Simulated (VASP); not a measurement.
Set up this calculation in VASP 6.6.1, as the native input.

| Property | Result |
| --- | --- |
| Task | single point |
| Functional | LDA |
| Potentials or basis | VASP PAW LDA potentials, release 64 (Ge_d) |
| Cutoff | 520 eV |
| k mesh | 16 × 16 × 16 |
| Occupations | gaussian, width 0.15 eV |
| Spin | no spin polarisation |
| Dipole correction | no |
| Further INCAR settings | ALGO = Normal; EDIFF = 1e-06; NBANDS = 21 |

The structure of Ge lies in POSCAR:

```
Ge
1.0
    0.0000000000      2.7922657924      3.1524680796
    2.7922657924      0.0000000000      3.1524680796
    2.7922657924      2.7922657924      0.0000000000
Ge
2
Direct
    0.5000000000      0.5000000000      0.5000000000
    0.7500000000      0.7500000000      0.7500000000
```

The input as run:

INCAR

```
PREC = Accurate
ENCUT = 520
EDIFF = 1E-6
ISMEAR = 0
SIGMA = 0.15
LREAL = F
LASPH = T
NELM = 60
ALGO = Normal
ISIF = 2
LWAVE = F
LCHARG = T
LELF = T
LVHAR = T
NBANDS = 21
```

KPOINTS

```
Automatic mesh
0
Gamma
  16 16 16
```

Potentials or basis: VASP PAW LDA potentials, release 64 (Ge_d).

Launch:

```console
$ cat potpaw_LDA.64/Ge_d/POTCAR > POTCAR
$ mpirun -np 1 vasp_std > vasp.out
```

It gave:

| Property | Result |
| --- | --- |
| Pressure | -5.5 GPa |
| Band gap on the k mesh | zero (bands 14 and 15 overlap by 0.72 eV) |

Caveat: the cell stands under tension; semilocal functionals underestimate gaps, so a narrow gap can read as zero.

It took 98 s on 1 thread of Intel(R) Xeon(R) 6975P-C (Granite Rapids), with other jobs on the host, peak memory 0.37 GiB.
